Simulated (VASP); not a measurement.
# Zr (Im-3m) in VASP: notebook

Zr is run at these levels: LDA, PBEsol; tasks: single point.

All numbers are computed with VASP 6.6.1; they aren't measurements. Logs are shortened: lines on timing, memory, paths and dates and some standing lists are left out, and cuts for length are marked.

**1. The cell of the first run**

The structure is cubic, space group Im-3m (No. 229). The conventional cell has a = 3.596 Å, b = 3.596 Å, c = 3.596 Å, α = 90.00°, β = 90.00°, γ = 90.00°. Within 4.1 Å of Zr (site symmetry m-3m) lie 14 Zr at 3.11 to 3.60 Å.

**2. Single point, LDA**

Contents of INCAR:

```
PREC     = Accurate       # precision mode
ENCUT    = 500            # plane-wave cutoff, eV
EDIFF    = 1E-6           # SCF threshold, eV
ISMEAR   = -1             # smearing method
SIGMA    = 0.05           # smearing width, eV
LREAL    = F              # projectors in reciprocal space
LASPH    = T              # aspherical terms in the spheres
NELM     = 120            # most SCF steps
ALGO     = Normal         # electronic algorithm
ISIF     = 2              # what is computed and relaxed
LWAVE    = F              # write WAVECAR
LCHARG   = T              # write CHGCAR
LELF     = T              # ELF
LVHAR    = T            
NBANDS   = 12             # bands
GGA_COMPAT= F
```

Contents of KPOINTS:

```
Automatic mesh
0
Gamma
  10 10 10
```

Contents of POSCAR:

```
Zr
1.0
   -1.7978519830      1.7978519830      1.7978519830
    1.7978519830     -1.7978519830      1.7978519830
    1.7978519830      1.7978519830     -1.7978519830
Zr
1
Direct
    0.0000000000      0.0000000000      0.0000000000
```

Potentials or basis: VASP PAW LDA potentials, release 64 (Zr_sv).

Command:

```
$ cat potpaw_LDA.64/Zr_sv/POTCAR > POTCAR
$ mpirun -np 1 vasp_std > vasp.out
```

OUTCAR:

```text
PREC = Accurate
   ENCUT = 500
   EDIFF = 1E-6
   ISMEAR = -1
   LREAL = F
   LASPH = T
   NELM = 120
   ISIF = 2

 ion  position               nearest neighbor table
   1  0.000  0.000  0.000-

  LATTYP: Found a body centered cubic cell.
 ALAT       =     3.5957039660

  Lattice vectors:

 A1 = (  -1.7978519830,   1.7978519830,   1.7978519830)
 A2 = (   1.7978519830,  -1.7978519830,   1.7978519830)
 A3 = (   1.7978519830,   1.7978519830,  -1.7978519830)

Analysis of symmetry for initial positions (statically):
=====================================================================
 Subroutine PRICEL returns:
 Original cell was already a primitive cell.

 Routine SETGRP: Setting up the symmetry group for a
 body centered cubic supercell.

 Subroutine GETGRP returns: Found 48 space group operations
 (whereof 48 operations were pure point group operations)
 out of a pool of 48 trial point group operations.

The static configuration has the point symmetry O_h .

Analysis of symmetry for dynamics (positions and initial velocities):
=====================================================================
 Subroutine PRICEL returns:
 Original cell was already a primitive cell.

 Routine SETGRP: Setting up the symmetry group for a
 body centered cubic supercell.

 Subroutine GETGRP returns: Found 48 space group operations
 (whereof 48 operations were pure point group operations)
 out of a pool of 48 trial point group operations.

The dynamic configuration has the point symmetry O_h .

 Subroutine INISYM returns: Found 48 space group operations
 (whereof 48 operations are pure point group operations),
 and found     1 'primitive' translations

----------------------------------------------------------------------------------------

                                     Primitive cell

  volume of cell :      23.2446

  direct lattice vectors                    reciprocal lattice vectors
    -1.797851983  1.797851983  1.797851983     0.000000000  0.278109658  0.278109658
     1.797851983 -1.797851983  1.797851983     0.278109658  0.000000000  0.278109658
     1.797851983  1.797851983 -1.797851983     0.278109658  0.278109658  0.000000000

  length of vectors
     3.113970979  3.113970979  3.113970979     0.393306450  0.393306450  0.393306450

  position of ions in fractional coordinates (direct lattice)
     0.000000000  0.000000000  0.000000000

  ion indices of the primitive-cell ions
   primitive index   ion index
                 1           1

----------------------------------------------------------------------------------------

 KPOINTS: Automatic mesh

Automatic generation of k-mesh.
 Grid dimensions read from file:
 generate k-points for:   10   10   10

 Generating k-lattice:

  Cartesian coordinates                     Fractional coordinates (reciprocal lattice)
     0.000000000  0.027810966  0.027810966     0.100000000  0.000000000  0.000000000
     0.027810966  0.000000000  0.027810966     0.000000000  0.100000000  0.000000000
     0.027810966  0.027810966  0.000000000     0.000000000  0.000000000  0.100000000

  Length of vectors
     0.039330645  0.039330645  0.039330645

  Shift w.r.t. Gamma in fractional coordinates (k-lattice)
     0.000000000  0.000000000  0.000000000

 Subroutine IBZKPT returns following result:
 ===========================================

 Found     47 irreducible k-points:

 Following reciprocal coordinates:
            Coordinates               Weight
  0.000000  0.000000  0.000000      1.000000
  0.100000  0.000000  0.000000     12.000000
  0.200000  0.000000  0.000000     12.000000
  0.300000  0.000000  0.000000     12.000000
  0.400000  0.000000  0.000000     12.000000
  0.500000  0.000000  0.000000      6.000000
[... 16 lines left out ...]
  0.300000  0.300000  0.100000      8.000000
 -0.300000  0.300000  0.100000     24.000000
 [... further k-points ...]
   k-points           NKPTS =     47   k-points in BZ     NKDIM =     47   number of bands    NBANDS=     12
   number of dos      NEDOS =    301   number of ions     NIONS =      1
   total plane-waves  NPLWV =  13824
   dimension x,y,z NGX =    24 NGY =   24 NGZ =   24
   dimension x,y,z NGXF=    48 NGYF=   48 NGZF=   48
   ions per type =               1
   NGX,Y,Z   is equivalent  to a cutoff of  12.81, 12.81, 12.81 a.u.
   NGXF,Y,Z  is equivalent  to a cutoff of  25.63, 25.63, 25.63 a.u.
 SYSTEM =  unknown system
   PREC   = accura    normal or accurate (medium, high low for compatibility)
   ISTART =      0    job   : 0-new  1-cont  2-samecut
   ICHARG =      2    charge: 1-file 2-atom 10-const
   ISPIN  =      1    spin polarized calculation?
   LNONCOLLINEAR =      F non collinear calculations
   LSORBIT =      F    spin-orbit coupling
   LASPH  =      T    aspherical Exc in radial PAW
   ENCUT  =  500.0 eV  36.75 Ry    6.06 a.u.   5.68  5.68  5.68*2*pi/ulx,y,z
   NELM   =    120;   NELMIN=  2; NELMDL= -5     # of ELM steps
   EDIFF  = 0.1E-05   stopping-criterion for ELM
   LREAL  =      F    real-space projection
   EDIFFG = 0.1E-04   stopping-criterion for IOM
   NSW    =      0    number of steps for IOM
   IBRION =     -1    ionic relax: 0-MD 1-quasi-New 2-CG
   NFREE  =      0    steps in history (QN), initial steepest desc. (CG)
   ISIF   =      2    stress and relaxation
   ISYM   =      2    0-nonsym 1-usesym 2-fastsym
   POTIM  = 0.5000    time-step for ionic-motion
   TEBEG  =    0.0;   TEEND  =   0.0 temperature during run
   PSTRESS=    0.0 pullay stress
   NELECT =      12.0000    total number of electrons
   NUPDOWN=      -1.0000    fix difference up-down
   EMIN   =  10.00;   EMAX   =-10.00  energy-range for DOS
   EFERMI =   0.00;   METHOD = LEGACY
   ISMEAR =    -1;   SIGMA  =   0.05  broadening in eV -4-tet -1-fermi 0-gaus
   EFERMI_NEDOS =   21; number of points for ismear=-14 and -15
   IALGO  =     38    algorithm
   IMIX   =      4    mixing-type and parameters
     AMIX     =   0.40;   BMIX     =  1.00
     AMIX_MAG =   1.60;   BMIX_MAG =  1.00
  volume/ion in A,a.u.               =      23.24       156.86
  Fermi-wavevector in a.u.,A,eV,Ry     =   1.313292  2.481762 23.466458  1.724736
  Thomas-Fermi vector in A             =   2.443625
   LORBIT       =      0    0 simple, 1 ext, 2 COOP (PROOUT), +10 PAW based schemes
   GGA     = CA    functional components
   LHFCALC =     F    Hartree Fock is set to
   AEXX    =    0.0000 exact exchange contribution
   IVDW    =     0    specifies the selected vdW correction
   LEPSILON=     F    determine dielectric tensor
   LRPA    =     F    only Hartree local field effects (RPA)
 non-spin polarized calculation
  energy-cutoff  :      500.00
  volume of cell :       23.24
 maximum number of plane-waves:       606
   NGX = 11   NGY = 11   NGZ = 11

 number of electron      12.0000000 magnetization

 Free energy of the ion-electron system (eV)
  ---------------------------------------------------
  ext. energy  EPLUGINS =         0.00000000
  ---------------------------------------------------
  free energy    TOTEN  =        -9.20235586 eV

  energy without entropy =       -9.18748484  energy(sigma->0) =       -9.19492035

 E-fermi :   8.5691     XC(G=0): -11.2948

 val. band max:        8.5207031823   @ k =   0.2000   0.2000   0.0000
 cond. band min:       8.5840871768   @ k =   0.2000   0.1000  -0.0000
 fundamental gap:      0.0633839945
 Fermi energy:         8.5690702941

 k-point     1 :       0.0000    0.0000    0.0000
  band No.  band energies     occupation
      1     -39.6748      2.00000
      2     -17.3207      2.00000
      3     -17.3207      2.00000
      4     -17.3207      2.00000
      5       3.1811      2.00000
      6       9.6156      0.00000
      7       9.6156      0.00000
      8       9.6156      0.00000
      9      12.1069      0.00000
     10      12.1069      0.00000
     11      20.9643      0.00000
     12      20.9643      0.00000

 k-point     2 :       0.1000    0.0000    0.0000
  band No.  band energies     occupation
      1     -39.6601      2.00000
      2     -17.4216      2.00000
      3     -17.3516      2.00000
      4     -17.3214      2.00000
      5       3.5187      2.00000
      6       9.3973      0.00000
      7       9.5317      0.00000
      8       9.9456      0.00000
      9      11.8044      0.00000
     10      12.1076      0.00000
     11      21.2394      0.00000
     12      21.5715      0.00000

 k-point     3 :       0.2000    0.0000    0.0000
  band No.  band energies     occupation
      1     -39.6213      2.00000
      2     -17.6784      2.00000
      3     -17.4314      2.00000
      4     -17.3233      2.00000
      5       4.4043      2.00000
      6       8.8892      0.00331
      7       9.1569      0.00002
      8      10.8996      0.00000
      9      11.5761      0.00000
     10      12.1612      0.00000
     11      21.4368      0.00000
     12      22.7100      0.00000

 k-point     4 :       0.3000    0.0000    0.0000
  band No.  band energies     occupation
      1     -39.5730      2.00000
      2     -17.9830      2.00000
      3     -17.5283      2.00000
      4     -17.3258      2.00000
      5       5.3682      2.00000
      6       8.3530      1.97378
      7       8.9141      0.00201
      8      11.8152      0.00000
      9      12.3424      0.00000
     10      12.3527      0.00000
     11      20.4040      0.00000
     12      21.4454      0.00000

 k-point     5 :       0.4000    0.0000    0.0000
  band No.  band energies     occupation
      1     -39.5335      2.00000
      2     -18.2201      2.00000
      3     -17.6052      2.00000
      4     -17.3278      2.00000
      5       5.7360      2.00000
      6       7.9721      1.99999
      7       9.5647      0.00000
      8      12.0827      0.00000
      9      12.6135      0.00000
     10      13.9803      0.00000
     11      19.1254      0.00000
     12      19.5978      0.00000
[... 228 lines left out ...]
      1     -39.5117      2.00000
      2     -18.1081      2.00000
      3     -17.7664      2.00000
      4     -17.5043      2.00000
      5       7.0732      2.00000
      6       7.8044      2.00000
      7       8.6712      0.22968
      8      12.4849      0.00000
      9      12.8062      0.00000
     10      16.7752      0.00000
     11      17.1668      0.00000
     12      19.6753      0.00000

 k-point    22 :      -0.2000    0.2000    0.1000
  band No.  band energies     occupation
      1     -39.6080      2.00000
      2     -17.6800      2.00000
      3     -17.4643      2.00000
      4     -17.4002      2.00000
      5       4.7030      2.00000
      6       9.1687      0.00001
      7       9.2303      0.00000
      8      10.6154      0.00000
      9      10.7846      0.00000
     10      12.7084      0.00000
     11      22.0310      0.00000
     12      22.8034      0.00000

 k-point    23 :       0.3000    0.3000    0.1000
  band No.  band energies     occupation
      1     -39.5059      2.00000
      2     -17.9509      2.00000
      3     -17.9509      2.00000
      4     -17.5345      2.00000
      5       7.3034      2.00000
      6       8.2426      1.99708
      7       8.2426      1.99708
      8      12.7164      0.00000
      9      12.7164      0.00000
     10      16.3769      0.00000
     11      18.3342      0.00000
     12      18.3342      0.00000

 k-point    24 :      -0.3000    0.3000    0.1000
  band No.  band energies     occupation
      1     -39.5610      2.00000
      2     -17.9689      2.00000
      3     -17.5628      2.00000
      4     -17.3990      2.00000
      5       5.6556      2.00000
      6       8.6699      0.23479
      7       8.7195      0.09408
      8      11.0053      0.00000
      9      12.2393      0.00000
     10      12.8597      0.00000
     11      20.4196      0.00000
     12      22.1407      0.00000

 [... further k-points ...]
[... 5 lines left out ...]
  --------------------------------------------------------------------------------------
  -------------------------------------------------------------------------------------
  Total       -1.2214989     -1.2214989     -1.2214989      0.0000000     -0.0000000      0.0000000
  in kB      -84.1941397    -84.1941397    -84.1941397      0.0000000     -0.0000000      0.0000000
  external PRESSURE =     -84.1941397 kB  Pullay stress =       0.0000000 kB

 VOLUME and BASIS-vectors are now :
 -----------------------------------------------------------------------------
  energy-cutoff  :      500.00
  volume of cell :       23.24
      direct lattice vectors                 reciprocal lattice vectors
    -1.797851983  1.797851983  1.797851983     0.000000000  0.278109658  0.278109658
     1.797851983 -1.797851983  1.797851983     0.278109658  0.000000000  0.278109658
     1.797851983  1.797851983 -1.797851983     0.278109658  0.278109658  0.000000000

 POSITION                                       TOTAL-FORCE (eV/Angst)
 -----------------------------------------------------------------------------------
      0.00000      0.00000      0.00000         0.000000     -0.000000      0.000000
 -----------------------------------------------------------------------------------
    total drift:                                0.000000      0.000000     -0.000000

  FREE ENERGIE OF THE ION-ELECTRON SYSTEM (eV)
  ---------------------------------------------------
  free  energy   TOTEN  =        -9.2023558581 eV

  energy  without entropy=       -9.1874848423  energy(sigma->0) =       -9.19492035
```

Wall time 6.9 s (1 thread of Intel Xeon 6975P-C, shared host); peak memory 0.13 GiB.

What came out:

* Free energy: -9.2024 eV
* Pressure: -8.4 GPa
* Band gap on the k mesh: zero (band 6 reaches 9.62 eV, above the bottom of band 7 at 7.90 eV)

Levels at points of the mesh, in eV from the Fermi level:
```csv
k point,band 3,band 4,band 5,band 6,band 7,band 8,band 9,band 10
"(0.00, 0.00, 0.00)",-25.89,-25.89,-5.39,1.05,1.05,1.05,3.54,3.54
"(0.50, 0.00, 0.00)",-26.20,-25.90,-2.83,-0.73,1.64,3.52,4.19,6.28
"(0.50, 0.50, 0.50)",-26.57,-26.57,-2.57,-2.57,5.60,5.60,5.60,7.38
```

[end of part 1 of 2]
